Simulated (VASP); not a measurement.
# NaTbC (Cmmm) in VASP: notebook

NaTbC is run at these levels: PBE; tasks: single point, relaxation of cell and atoms.

Program: VASP 6.6.1. These are calculated values, not measurements. Logs are shortened: lines on timing, memory, paths and dates and some standing lists are left out, and cuts for length are marked.

### 1 The cell of the first run

Symmetry: Cmmm, No. 65, orthorhombic system. Conventional cell: a = 5.605 Å, b = 6.431 Å, c = 3.532 Å, α = 90.00°, β = 90.00°, γ = 90.00°. Na (site symmetry mmm) has 4 Tb at 2.80 to 3.22 Å and 8 C at 3.31 to 3.67 Å and 2 Na at 3.53 Å within 3.7 Å. Within 2.3 Å of Tb (site symmetry mmm) lie 2 C at 1.77 Å. Within 2.3 Å of C (site symmetry mmm) lie 2 Tb at 1.77 Å.

The cell was generated, and may not be a known phase.

### 2 Single point, PBE

INCAR reads:

```
SYSTEM = NaTbC
  ALGO = Normal
  EDIFF = 1E-6
  ENCUT = 600
  GGA = PE
  GGA_COMPAT = .FALSE.
  ISIF = 2
  ISMEAR = 0
  LASPH = .TRUE.
  LCHARG = .FALSE.
  LMAXMIX = 6
  LREAL = .FALSE.
  LWAVE = .FALSE.
  NBANDS = 17
  NELM = 200
  PREC = Accurate
  SIGMA = 0.1
```

KPOINTS reads:

```
k-points
0
G
  4 4 6
  0 0 0
```

POSCAR reads:

```
NaTbC
1.0
    2.8027276200     -3.2156407200      0.0000000000
    2.8027276200      3.2156407200      0.0000000000
    0.0000000000      0.0000000000      3.5318641000
Na Tb C
1 1 1
Direct
    0.0000000000      0.0000000000      0.0000000000
    0.5000000000      0.5000000000      0.0000000000
    0.5000000000      0.5000000000      0.5000000000
```

Potentials or basis: VASP PAW PBE potentials, release 64 (Na_pv, Tb_3, C), 4f in core.

Started as:

```bash
cat potpaw_PBE.64/Na_pv/POTCAR potpaw_PBE.64/Tb_3/POTCAR potpaw_PBE.64/C/POTCAR > POTCAR
mpirun -np 1 vasp_std > vasp.out
```

OUTCAR:

```text
SYSTEM = NaTbC
   EDIFF = 1E-6
   ENCUT = 600
   GGA = PE
   ISIF = 2
   ISMEAR = 0
   LASPH = .TRUE.
   LREAL = .FALSE.
   NELM = 200
   PREC = Accurate

 ion  position               nearest neighbor table
   1  0.000  0.000  0.000-   2 2.80   2 2.80   2 3.22   2 3.22
   2  0.500  0.500  0.000-   3 1.77   3 1.77   1 2.80   1 2.80   1 3.22   1 3.22
   3  0.500  0.500  0.500-   2 1.77   2 1.77

  LATTYP: Found a base centered orthorhombic cell.
 ALAT       =     5.6054552400
 B/A-ratio  =     1.1473254472
 C/A-ratio  =     0.6300762291

  Lattice vectors:

 A1 = (   2.8027276200,  -3.2156407200,   0.0000000000)
 A2 = (   2.8027276200,   3.2156407200,   0.0000000000)
 A3 = (   0.0000000000,   0.0000000000,   3.5318641000)

Analysis of symmetry for initial positions (statically):
=====================================================================
 Subroutine PRICEL returns:
 Original cell was already a primitive cell.

 Routine SETGRP: Setting up the symmetry group for a
 base centered orthorhombic supercell.

 Subroutine GETGRP returns: Found  8 space group operations
 (whereof  8 operations were pure point group operations)
 out of a pool of  8 trial point group operations.

The static configuration has the point symmetry D_2h.

Analysis of symmetry for dynamics (positions and initial velocities):
=====================================================================
 Subroutine PRICEL returns:
 Original cell was already a primitive cell.

 Routine SETGRP: Setting up the symmetry group for a
 base centered orthorhombic supercell.

 Subroutine GETGRP returns: Found  8 space group operations
 (whereof  8 operations were pure point group operations)
 out of a pool of  8 trial point group operations.

The dynamic configuration has the point symmetry D_2h.

 Subroutine INISYM returns: Found  8 space group operations
 (whereof  8 operations are pure point group operations),
 and found     1 'primitive' translations

----------------------------------------------------------------------------------------

                                     Primitive cell

  volume of cell :      63.6623

  direct lattice vectors                    reciprocal lattice vectors
     2.802727620 -3.215640720  0.000000000     0.178397643 -0.155490008  0.000000000
     2.802727620  3.215640720  0.000000000     0.178397643  0.155490008  0.000000000
     0.000000000  0.000000000  3.531864100     0.000000000  0.000000000  0.283136602

  length of vectors
     4.265633289  4.265633289  3.531864100     0.236649237  0.236649237  0.283136602

  position of ions in fractional coordinates (direct lattice)
     0.000000000  0.000000000  0.000000000
     0.500000000  0.500000000  0.000000000
     0.500000000  0.500000000  0.500000000

  ion indices of the primitive-cell ions
   primitive index   ion index
                 1           1
                 2           2
                 3           3

----------------------------------------------------------------------------------------

 KPOINTS: k-points

Automatic generation of k-mesh.
 Grid dimensions read from file:
 generate k-points for:    4    4    6

 Generating k-lattice:

  Cartesian coordinates                     Fractional coordinates (reciprocal lattice)
     0.044599411 -0.038872502  0.000000000     0.250000000  0.000000000  0.000000000
     0.044599411  0.038872502  0.000000000     0.000000000  0.250000000  0.000000000
     0.000000000  0.000000000  0.047189434     0.000000000  0.000000000  0.166666667

  Length of vectors
     0.059162309  0.059162309  0.047189434

  Shift w.r.t. Gamma in fractional coordinates (k-lattice)
     0.000000000  0.000000000  0.000000000

 Subroutine IBZKPT returns following result:
 ===========================================

 Found     28 irreducible k-points:

 Following reciprocal coordinates:
            Coordinates               Weight
  0.000000  0.000000  0.000000      1.000000
  0.250000  0.000000  0.000000      4.000000
  0.500000  0.000000  0.000000      2.000000
  0.250000  0.250000  0.000000      2.000000
  0.500000  0.250000  0.000000      4.000000
 -0.250000  0.250000  0.000000      2.000000
[... 16 lines left out ...]
  0.250000  0.000000  0.500000      4.000000
  0.500000  0.000000  0.500000      2.000000
 [... further k-points ...]
   k-points           NKPTS =     28   k-points in BZ     NKDIM =     28   number of bands    NBANDS=     17
   number of dos      NEDOS =    301   number of ions     NIONS =      3
   total plane-waves  NPLWV =  36288
   dimension x,y,z NGX =    36 NGY =   36 NGZ =   28
   dimension x,y,z NGXF=    72 NGYF=   72 NGZF=   56
   ions per type =               1   1   1
   NGX,Y,Z   is equivalent  to a cutoff of  14.03, 14.03, 13.18 a.u.
   NGXF,Y,Z  is equivalent  to a cutoff of  28.06, 28.06, 26.36 a.u.
 SYSTEM =  NaTbC
   PREC   = accura    normal or accurate (medium, high low for compatibility)
   ISTART =      0    job   : 0-new  1-cont  2-samecut
   ICHARG =      2    charge: 1-file 2-atom 10-const
   ISPIN  =      1    spin polarized calculation?
   LNONCOLLINEAR =      F non collinear calculations
   LSORBIT =      F    spin-orbit coupling
   LASPH  =      T    aspherical Exc in radial PAW
   ENCUT  =  600.0 eV  44.10 Ry    6.64 a.u.   8.52  8.52  7.05*2*pi/ulx,y,z
   NELM   =    200;   NELMIN=  2; NELMDL= -5     # of ELM steps
   EDIFF  = 0.1E-05   stopping-criterion for ELM
   LREAL  =      F    real-space projection
   EDIFFG = 0.1E-04   stopping-criterion for IOM
   NSW    =      0    number of steps for IOM
   IBRION =     -1    ionic relax: 0-MD 1-quasi-New 2-CG
   NFREE  =      0    steps in history (QN), initial steepest desc. (CG)
   ISIF   =      2    stress and relaxation
   ISYM   =      2    0-nonsym 1-usesym 2-fastsym
   POTIM  = 0.5000    time-step for ionic-motion
   TEBEG  =    0.0;   TEEND  =   0.0 temperature during run
   PSTRESS=    0.0 pullay stress
   NELECT =      20.0000    total number of electrons
   NUPDOWN=      -1.0000    fix difference up-down
   EMIN   =  10.00;   EMAX   =-10.00  energy-range for DOS
   EFERMI =   0.00;   METHOD = LEGACY
   ISMEAR =     0;   SIGMA  =   0.10  broadening in eV -4-tet -1-fermi 0-gaus
   EFERMI_NEDOS =   21; number of points for ismear=-14 and -15
   IALGO  =     38    algorithm
   IMIX   =      4    mixing-type and parameters
     AMIX     =   0.40;   BMIX     =  1.00
     AMIX_MAG =   1.60;   BMIX_MAG =  1.00
  volume/ion in A,a.u.               =      21.22       143.20
  Fermi-wavevector in a.u.,A,eV,Ry     =   1.112903  2.103082 16.851542  1.238553
  Thomas-Fermi vector in A             =   2.249482
   LORBIT       =      0    0 simple, 1 ext, 2 COOP (PROOUT), +10 PAW based schemes
   GGA     = PE    functional components
   LHFCALC =     F    Hartree Fock is set to
   AEXX    =    0.0000 exact exchange contribution
   IVDW    =     0    specifies the selected vdW correction
   LEPSILON=     F    determine dielectric tensor
   LRPA    =     F    only Hartree local field effects (RPA)
 non-spin polarized calculation
 Gauss-broadening in eV      SIGMA  =   0.10
  energy-cutoff  :      600.00
  volume of cell :       63.66
 maximum number of plane-waves:      2148
 NGX is ok and might be reduce to    36
   NGX = 17   NGY = 17   NGZ = 15

 number of electron      19.9999987 magnetization

 Free energy of the ion-electron system (eV)
  ---------------------------------------------------
  ext. energy  EPLUGINS =         0.00000000
  ---------------------------------------------------
  free energy    TOTEN  =        -7.29812002 eV

  energy without entropy =       -7.29169494  energy(sigma->0) =       -7.29490748

 E-fermi :   2.6499     XC(G=0):  -8.9142

 val. band max:        2.5821156267   @ k =   0.5000   0.2500   0.1667
 cond. band min:       2.7105763025   @ k =   0.0000   0.0000   0.1667
 fundamental gap:      0.1284606758
 Fermi energy:         2.6499289367

 k-point     1 :       0.0000    0.0000    0.0000
  band No.  band energies     occupation
      1     -22.9299      2.00000
      2     -22.7887      2.00000
      3     -22.7074      2.00000
      4     -21.1817      2.00000
      5     -19.5072      2.00000
      6     -19.4378      2.00000
[... 9 lines left out ...]
     16       9.4725      0.00000
     17      10.1060      0.00000

 k-point     2 :       0.2500    0.0000    0.0000
  band No.  band energies     occupation
      1     -22.9107      2.00000
      2     -22.7895      2.00000
      3     -22.7062      2.00000
      4     -21.1813      2.00000
      5     -19.5582      2.00000
      6     -19.4554      2.00000
[... 9 lines left out ...]
     16      10.2706      0.00000
     17      10.4796      0.00000

 k-point     3 :       0.5000    0.0000    0.0000
  band No.  band energies     occupation
      1     -22.8912      2.00000
      2     -22.7902      2.00000
      3     -22.7050      2.00000
      4     -21.1809      2.00000
      5     -19.6132      2.00000
      6     -19.4688      2.00000
[... 9 lines left out ...]
     16       9.3415      0.00000
     17      10.3437      0.00000

 k-point     4 :       0.2500    0.2500    0.0000
  band No.  band energies     occupation
      1     -22.8912      2.00000
      2     -22.7949      2.00000
      3     -22.7051      2.00000
      4     -21.1808      2.00000
      5     -19.6009      2.00000
      6     -19.4730      2.00000
[... 9 lines left out ...]
     16       9.0761      0.00000
     17      10.3575      0.00000
[... 343 lines left out ...]
      1     -22.9242      2.00000
      2     -22.7855      2.00000
      3     -22.7423      2.00000
      4     -21.7838      2.00000
      5     -19.3928      2.00000
      6     -19.3216      2.00000
[... 9 lines left out ...]
     16      10.2672      0.00000
     17      11.1323      0.00000

 k-point    23 :       0.2500    0.0000    0.5000
  band No.  band energies     occupation
      1     -22.9061      2.00000
      2     -22.7862      2.00000
      3     -22.7392      2.00000
      4     -21.7833      2.00000
      5     -19.4399      2.00000
      6     -19.3381      2.00000
[... 9 lines left out ...]
     16       9.0085      0.00000
     17      11.4563      0.00000

 k-point    24 :       0.5000    0.0000    0.5000
  band No.  band energies     occupation
      1     -22.8877      2.00000
      2     -22.7869      2.00000
      3     -22.7360      2.00000
      4     -21.7828      2.00000
      5     -19.4907      2.00000
      6     -19.3509      2.00000
[... 9 lines left out ...]
     16       7.4035      0.00000
     17      10.6686      0.00000

 [... further k-points ...]
[... 5 lines left out ...]
  --------------------------------------------------------------------------------------
  -------------------------------------------------------------------------------------
  Total        5.8201488      2.3726060     32.5509548      0.0000000      0.0000000      0.0000000
  in kB      146.4745855     59.7109276    819.2037304      0.0000000      0.0000000      0.0000000
  external PRESSURE =     341.7964145 kB  Pullay stress =       0.0000000 kB

 VOLUME and BASIS-vectors are now :
 -----------------------------------------------------------------------------
  energy-cutoff  :      600.00
  volume of cell :       63.66
      direct lattice vectors                 reciprocal lattice vectors
     2.802727620 -3.215640720  0.000000000     0.178397643 -0.155490008  0.000000000
     2.802727620  3.215640720  0.000000000     0.178397643  0.155490008  0.000000000
     0.000000000  0.000000000  3.531864100     0.000000000  0.000000000  0.283136602

 POSITION                                       TOTAL-FORCE (eV/Angst)
 -----------------------------------------------------------------------------------
      0.00000      0.00000      0.00000         0.000000     -0.000000      0.000000
      2.80273      0.00000      0.00000        -0.000000      0.000000      0.000000
      2.80273      0.00000      1.76593        -0.000000     -0.000000      0.000000
 -----------------------------------------------------------------------------------
    total drift:                                0.000000      0.000000     -0.000000

  FREE ENERGIE OF THE ION-ELECTRON SYSTEM (eV)
  ---------------------------------------------------
  free  energy   TOTEN  =        -7.2981200158 eV

  energy  without entropy=       -7.2916949408  energy(sigma->0) =       -7.29490748
```

It took 13 s on 1 thread of Intel Xeon 6975P-C (Granite Rapids), shared host; peak memory 0.21 GiB.

What came out:

```
Free energy            : -7.2981 eV
Pressure               : 34.2 GPa
Band gap on the k mesh : zero (bands 10 and 11 overlap by 1.60 eV)
```

Levels at points of the mesh, in eV from the Fermi level:
```
           k point  band 8  band 9  band 10  band 11  band 12  band 13
(0.00, 0.00, 0.00)   -3.28   -0.48    -0.27    -0.14     2.47     3.35
(0.50, 0.00, 0.00)   -2.33   -1.39    -0.26     1.51     2.10     2.76
(0.50, 0.50, 0.00)   -1.67   -1.36    -1.07     2.84     2.91     3.00
(0.00, 0.00, 0.50)   -3.92   -3.80    -3.56    -1.40     0.84     2.31
(0.50, 0.00, 0.50)   -3.93   -3.87    -3.59     0.08     2.06     2.39
(0.50, 0.50, 0.50)   -4.29   -3.85    -3.72     0.64     2.98     3.23
```

Caveat: the k points lie up to 0.37 Å⁻¹ apart, too coarse for converged energies and pressures of a metal; spin-orbit coupling is left out, which moves the levels of the heavy elements; the 4f electrons are frozen in the core, so they carry no moment and show no levels.

### 3 Relaxation of cell and atoms, PBE

INCAR reads:

```
SYSTEM = NaTbC
  ALGO = Normal
  EDIFF = 1E-7
  EDIFFG = -0.04
  ENCUT = 600
  GGA = PE
  GGA_COMPAT = .False.
  IBRION = 2
  ISIF = 3
  ISMEAR = 0
  LASPH = .True.
  LCHARG = .False.
  LMAXMIX = 6
  LREAL = .False.
  LWAVE = .False.
  NELM = 200
  NELMIN = 4
  NSW = 90
  PREC = Accurate
  SIGMA = 0.1
```

KPOINTS reads:

```
k-points
0
Gamma
  4 4 6
  0 0 0
```

POSCAR is that of step 2.

Potentials or basis: VASP PAW PBE potentials, release 64 (Na_pv, Tb_3, C), 4f in core.

Started as:

```bash
cat potpaw_PBE.64/Na_pv/POTCAR potpaw_PBE.64/Tb_3/POTCAR potpaw_PBE.64/C/POTCAR > POTCAR
mpirun -np 1 vasp_std > vasp.out
```

It took 1.9 min on 1 thread of Intel Xeon 6975P-C (Granite Rapids), shared host; peak memory 0.22 GiB.

The run converged. Its results:

```
Free energy                           : -10.8070 eV
Relaxed volume                        : 34.73 Å³/atom
Relaxed cell                          : a = 4.957 Å, b = 4.957 Å, c = 4.241 Å, α = 90.00°, β = 90.00°, γ = 90.08°
Space group after relaxing (to 0.1 Å) : P4/mmm (No. 123)
Energy gained by relaxing             : 1169.6 meV/atom
Ionic steps                           : 14
Pressure after relaxing               : 0.1 GPa
Band gap on the k mesh                : zero (bands 10 and 11 overlap by 1.75 eV)
```

Stress tensor (GPa, compression positive):
```
-0.09  0.00  0.00
 0.00  0.06  0.00
 0.00  0.00  0.18
```

Step by step:
```
step  energy change (eV)  largest force (eV/Å)  pressure (GPa)  volume (Å³)
   1              0.0000                0.0000           34.17        63.66
   2             -1.3550                0.0000           -4.87       110.10
   3             -2.9865                0.0000            1.04        84.27
   4             -3.0353                0.0000            2.63        82.13
   5             -3.0415                0.0000            3.83        80.78
   6             -3.0419                0.0000            3.50        81.14
   7             -3.3444                0.0000            1.74        88.99
   8             -3.4934                0.0000            0.44        98.71
   9             -3.5072                0.0000            0.10       102.36
  10             -3.5081                0.0000            0.01       103.47
  11             -3.5080                0.0000           -0.02       103.94
  12             -3.5085                0.0000            0.08       104.00
  13             -3.5086                0.0000            0.12       104.02
  14             -3.5089                0.0000            0.05       104.19
```

Final structure:
```xyz
3
Lattice="3.5024 -3.5074 0.0000 3.5024 3.5074 0.0000 0.0000 0.0000 4.2410" Properties=species:S:1:pos:R:3 pbc="T T T"
Na    3.5024    3.5074    0.0000
Tb    3.5024    0.0000    0.0000
C     3.5024    0.0000    2.1205
```

Levels at points of the mesh, in eV from the Fermi level:
```
           k point  band 6  band 7  band 8  band 9  band 10  band 11  band 12  band 13  band 14
(0.00, 0.00, 0.00)  -22.36   -9.16   -1.98    0.15     0.15     0.83     2.26     2.40     3.17
(0.50, 0.00, 0.00)  -22.36   -9.12   -1.38   -0.48     0.28     1.61     1.89     2.33     2.69
(0.50, 0.50, 0.00)  -22.36   -9.09   -0.72   -0.72    -0.22     2.13     2.37     2.79     2.79
(0.00, 0.00, 0.50)  -22.49   -6.75   -2.82   -1.38    -1.38    -1.16     1.30     2.13     2.61
(0.50, 0.00, 0.50)  -22.49   -6.70   -2.77   -1.92    -1.32     0.11     1.06     2.00     3.11
(0.50, 0.50, 0.50)  -22.50   -6.66   -2.76   -1.78    -1.78     0.70     2.37     2.37     2.51
```

Caveat: the k points lie up to 0.32 Å⁻¹ apart in the final cell, too coarse for converged energies and pressures of a metal; the volume moved by over 15 % at a fixed basis, so the end points are rough; spin-orbit coupling is left out, which moves the levels of the heavy elements; the 4f electrons are frozen in the core, so they carry no moment and show no levels.

The gap in the log of VASP goes by the Fermi energy; the results here count the filled bands.